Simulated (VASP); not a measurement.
# Zn (R-3m) in VASP: further runs, part 2 of 2

VASP 6.6.1. Earlier steps stand in the parts before.

## 5. Single point, PBE (17.58 Å³/atom)

This run uses another cell than the first one, of 17.58 Å³/atom.

INCAR

```
  PREC = Accurate
  ENCUT = 520
  EDIFF = 1E-6
  ISMEAR = 0
  SIGMA = 0.15
  LREAL = False
  LASPH = True
  NELM = 60
  ALGO = Fast
  ISIF = 2
  LWAVE = False
  LCHARG = False
  GGA = PE
  NBANDS = 12
```

KPOINTS

```
Automatic mesh
0
Gamma
  22 22 22
```

POSCAR

```
Zn
1.0
   -0.9817782612      1.7070429764      1.7070429764
    1.7070429764     -0.9817782612      1.7070429764
    1.7070429764      1.7070429764     -0.9817782612
Zn
1
Direct
    0.0000000000      0.0000000000      0.0000000000
```

The run is started by

```bash
cat potpaw_PBE.64/Zn/POTCAR > POTCAR
mpirun -np 1 vasp_std > vasp.out
```

Wall time 2.1 min (1 thread of Intel Xeon Platinum 8259CL at 2.50GHz (Skylake/Cascade Lake), shared host); peak memory 0.3 GiB.

It converged, with:

| Property | Result |
| --- | --- |
| Free energy | -0.8873 eV |
| Pressure | 1.6 GPa |
| Band gap on the k mesh | zero (bands 6 and 7 overlap by 7.86 eV) |

Stress tensor (GPa, compression positive):
```
 1.63 -0.73 -0.73
-0.73  1.63 -0.73
-0.73 -0.73  1.63
```

Levels at points of the mesh, in eV from the Fermi level:
| k point | band 2 | band 3 | band 4 | band 5 | band 6 | band 7 | band 8 | band 9 | band 10 | band 11 |
| --- | --- | --- | --- | --- | --- | --- | --- | --- | --- | --- |
| (0.00, 0.00, 0.00) | -7.93 | -7.93 | -6.76 | -6.74 | -6.74 | 12.44 | 12.71 | 12.71 | 15.55 | 15.55 |
| (0.50, 0.00, 0.00) | -7.76 | -7.08 | -7.06 | -6.72 | -2.85 | -2.82 | 16.42 | 16.61 | 19.25 | 20.52 |
| (0.50, 0.50, 0.00) | -7.64 | -7.04 | -7.00 | -6.46 | 0.77 | 2.19 | 2.57 | 6.49 | 21.02 | 23.44 |
| (0.50, 0.50, 0.50) | -7.72 | -7.57 | -6.44 | -6.44 | 5.04 | 5.04 | 6.72 | 9.25 | 10.21 | 10.21 |

## 6. Single point, PBE (17.59 Å³/atom)

This run uses another cell than the first one, of 17.59 Å³/atom.

INCAR

```
SYSTEM = Zn
  PREC = Accurate
  ENCUT = 520
  EDIFF = 1E-6
  ISMEAR = 0
  SIGMA = 0.15
  LREAL = .False.
  LASPH = .True.
  NELM = 60
  ALGO = Fast
  ISIF = 2
  LWAVE = .False.
  LCHARG = .False.
  GGA = PE
  NBANDS = 12
```

KPOINTS

```
regular mesh
0
Gamma
  22 22 22
  0 0 0
```

POSCAR

```
Zn
1.0
    1.2791556964      2.8634456351      2.8634456351
    2.8634456351      1.2791556964      2.8634456351
    2.8634456351      2.8634456351      1.2791556964
Zn
1
Direct
    0.0000000000      0.0000000000      0.0000000000
```

Potentials or basis: VASP PAW PBE potentials, release 64 (Zn).

The run is started by

```bash
cat potpaw_PBE.64/Zn/POTCAR > POTCAR
mpirun -np 1 vasp_std > vasp.out
```

OUTCAR:

```text
SYSTEM = Zn
   PREC = Accurate
   ENCUT = 520
   EDIFF = 1E-6
   ISMEAR = 0
   LREAL = .False.
   LASPH = .True.
   NELM = 60
   ISIF = 2
   GGA = PE

 ion  position               nearest neighbor table
   1  0.000  0.000  0.000-

  LATTYP: Found a trigonal (rhomboedric) cell.
 ALAT       =     4.2467494753
 COS(alpha) =     0.8608266617

  Lattice vectors:

 A1 = (   1.2791556964,   2.8634456351,   2.8634456351)
 A2 = (   2.8634456351,   1.2791556964,   2.8634456351)
 A3 = (   2.8634456351,   2.8634456351,   1.2791556964)

Analysis of symmetry for initial positions (statically):
=====================================================================
 Subroutine PRICEL returns:
 Original cell was already a primitive cell.

 Routine SETGRP: Setting up the symmetry group for a
 trigonal (rhombohedral) supercell.

 Subroutine GETGRP returns: Found 12 space group operations
 (whereof 12 operations were pure point group operations)
 out of a pool of 12 trial point group operations.

The static configuration has the point symmetry D_3d.

Analysis of symmetry for dynamics (positions and initial velocities):
=====================================================================
 Subroutine PRICEL returns:
 Original cell was already a primitive cell.

 Routine SETGRP: Setting up the symmetry group for a
 trigonal (rhombohedral) supercell.

 Subroutine GETGRP returns: Found 12 space group operations
 (whereof 12 operations were pure point group operations)
 out of a pool of 12 trial point group operations.

The dynamic configuration has the point symmetry D_3d.

 Subroutine INISYM returns: Found 12 space group operations
 (whereof 12 operations are pure point group operations),
 and found     1 'primitive' translations

----------------------------------------------------------------------------------------

                                     Primitive cell

  volume of cell :      17.5850

  direct lattice vectors                    reciprocal lattice vectors
[... 113 lines left out ...]
   IVDW    =     0    specifies the selected vdW correction
   LEPSILON=     F    determine dielectric tensor
   LRPA    =     F    only Hartree local field effects (RPA)
 non-spin polarized calculation
 RMM-DIIS sequential band-by-band and
 Gauss-broadening in eV      SIGMA  =   0.15
  energy-cutoff  :      520.00
  volume of cell :       17.59
 maximum number of plane-waves:       485
   NGX = 15   NGY = 15   NGZ = 15

 number of electron      12.0000004 magnetization

 Free energy of the ion-electron system (eV)
  ---------------------------------------------------
  ext. energy  EPLUGINS =         0.00000000
  ---------------------------------------------------
  free energy    TOTEN  =        -0.18831154 eV

  energy without entropy =       -0.18317522  energy(sigma->0) =       -0.18574338

 E-fermi :   1.7737     XC(G=0): -10.1736

 val. band max:        1.7732913304   @ k =   0.4545   0.2273   0.2273
 cond. band min:       1.7765931223   @ k =   0.1818   0.1364   0.0455
 fundamental gap:      0.0033017919
 Fermi energy:         1.7736908806

 k-point     1 :       0.0000    0.0000    0.0000
  band No.  band energies     occupation
      1      -9.3943      2.00000
      2      -6.5427      2.00000
      3      -6.5427      2.00000
      4      -6.1933      2.00000
      5      -5.3266      2.00000
      6      -5.3266      2.00000
      7       1.6420      1.78564
      8       6.4172      0.00000
      9      29.1150      0.00000
     10      30.1558      0.00000
     11      32.2249      0.00000
     12      33.0836      0.00000
[... 331 lines left out ...]
 k-point    24 :      -0.4545    0.0455    0.0000
  band No.  band energies     occupation
      1      -8.1461      2.00000
      2      -7.0223      2.00000
      3      -5.6490      2.00000
      4      -5.5890      2.00000
      5      -4.8391      2.00000
      6       0.6321      2.00000
      7       5.5675      0.00000
      8      10.0549      0.00000
      9      13.1711      0.00000
     10      16.0181      0.00000
     11      19.6203      0.00000
     12      20.9329      0.00000

 [... further k-points ...]

------------------------ aborting loop because EDIFF is reached ----------------------------------------

  FORCE on cell =-STRESS in cart. coord.  units (eV):
  Direction    XX          YY          ZZ          XY          YZ          ZX
  --------------------------------------------------------------------------------------
  -------------------------------------------------------------------------------------
  Total        4.0679123      4.0679123      4.0679123     -2.1837048     -2.1837048     -2.1837048
  in kB      370.6293379    370.6293379    370.6293379   -198.9583372   -198.9583372   -198.9583372
  external PRESSURE =     370.6293379 kB  Pullay stress =       0.0000000 kB

 VOLUME and BASIS-vectors are now :
 -----------------------------------------------------------------------------
  energy-cutoff  :      520.00
  volume of cell :       17.59
      direct lattice vectors                 reciprocal lattice vectors
     1.279155696  2.863445635  2.863445635    -0.373220450  0.257977146  0.257977146
     2.863445635  1.279155696  2.863445635     0.257977146 -0.373220450  0.257977146
     2.863445635  2.863445635  1.279155696     0.257977146  0.257977146 -0.373220450

 POSITION                                       TOTAL-FORCE (eV/Angst)
 -----------------------------------------------------------------------------------
      0.00000      0.00000      0.00000         0.000000      0.000000      0.000000
 -----------------------------------------------------------------------------------
    total drift:                                0.000000      0.000000      0.000000

  FREE ENERGIE OF THE ION-ELECTRON SYSTEM (eV)
  ---------------------------------------------------
  free  energy   TOTEN  =        -0.1883115358 eV

  energy  without entropy=       -0.1831752204  energy(sigma->0) =       -0.18574338
```

OSZICAR:

```text
N       E                     dE             d eps       ncg     rms          rms(c)
DAV:   1     0.475276509083E+02    0.47528E+02   -0.66606E+03 24908   0.152E+03
DAV:   2     0.141507873461E+01   -0.46113E+02   -0.43992E+02 25456   0.226E+02
DAV:   3    -0.368859789360E+00   -0.17839E+01   -0.17808E+01 28808   0.437E+01
DAV:   4    -0.375461396457E+00   -0.66016E-02   -0.66013E-02 26340   0.270E+00
DAV:   5    -0.375468024742E+00   -0.66283E-05   -0.66284E-05 28708   0.813E-02    0.558E+00
RMM:   6    -0.217085102179E+00    0.15838E+00   -0.32147E-01 30376   0.777E+00    0.337E+00
RMM:   7    -0.194581495380E+00    0.22504E-01   -0.14526E-02 29753   0.156E+00    0.142E+00
RMM:   8    -0.188384552084E+00    0.61969E-02   -0.67465E-03 29163   0.926E-01    0.113E-01
RMM:   9    -0.188379307877E+00    0.52442E-05   -0.92368E-04 30046   0.440E-01    0.968E-02
RMM:  10    -0.188311278190E+00    0.68030E-04   -0.18106E-04 32076   0.166E-01    0.213E-02
RMM:  11    -0.188313121032E+00   -0.18428E-05   -0.14360E-05 29981   0.376E-02    0.181E-02
RMM:  12    -0.188311757571E+00    0.13635E-05   -0.98108E-06 30429   0.420E-02    0.565E-03
RMM:  13    -0.188311535793E+00    0.22178E-06   -0.61354E-07 17418   0.107E-02
   1 F= -.18831154E+00 E0= -.18574338E+00  d E =-.513632E-02
```

It took 6.1 min on 1 thread of Intel Xeon Platinum 8259CL at 2.50GHz (Skylake/Cascade Lake), shared host; peak memory 0.35 GiB.

Results:

| Quantity | Value |
| --- | --- |
| Free energy | -0.1883 eV |
| Pressure | 37.1 GPa |
| Band gap on the k mesh | zero (bands 6 and 7 overlap by 7.06 eV) |

Stress tensor (GPa, compression positive):
```
 37.06 -19.90 -19.90
-19.90  37.06 -19.90
-19.90 -19.90  37.06
```

Levels at points of the mesh, in eV from the Fermi level:
| k point | band 4 | band 5 | band 6 | band 7 | band 8 | band 9 |
| --- | --- | --- | --- | --- | --- | --- |
| (0.00, 0.00, 0.00) | -7.97 | -7.10 | -7.10 | -0.13 | 4.64 | 27.34 |
| (0.50, 0.00, 0.00) | -7.35 | -6.52 | -1.09 | 3.53 | 8.28 | 11.24 |
| (0.50, 0.50, 0.00) | -7.33 | -6.52 | -0.90 | 4.04 | 6.77 | 9.34 |
| (0.50, 0.50, 0.50) | -7.29 | -7.10 | -7.10 | -3.54 | 12.52 | 15.43 |

Caveat: the cell stands under pressure.

## 7. Overview

| cell | further INCAR settings | gap on the mesh (eV) | pressure (GPa) |
| --- | --- | --- | --- |
| a = 2.526 Å, angles 77.7°, 1 atom | ALGO = Fast; EDIFF = 1e-06; NBANDS = 12 | none | 9.5 |
| a = 3.745 Å, angles 36.7°, 1 atom | ALGO = Fast; EDIFF = 1e-07; NBANDS = 12 | none | 19.6 |
| a = 2.566 Å, angles 86.1°, 1 atom | ALGO = Fast; EDIFF = 1e-06; NBANDS = 12 | none | 4.6 |
| a = 2.606 Å, angles 93.7°, 1 atom | ALGO = Fast; EDIFF = 1e-06; NBANDS = 12 | none | 1.6 |
| a = 4.247 Å, angles 30.6°, 1 atom | ALGO = Fast; EDIFF = 1e-06; NBANDS = 12 | none | 37.1 |

Alike in all rows: task single point; level PBE; potentials or basis VASP PAW PBE potentials, release 64 (Zn); no spin polarisation; k mesh 22 × 22 × 22; cutoff (eV) 520; smearing gaussian 0.15 eV.

Caveats: the cell stands under pressure (at least some runs).

Absolute energies hang on the potentials; compare differences alone.
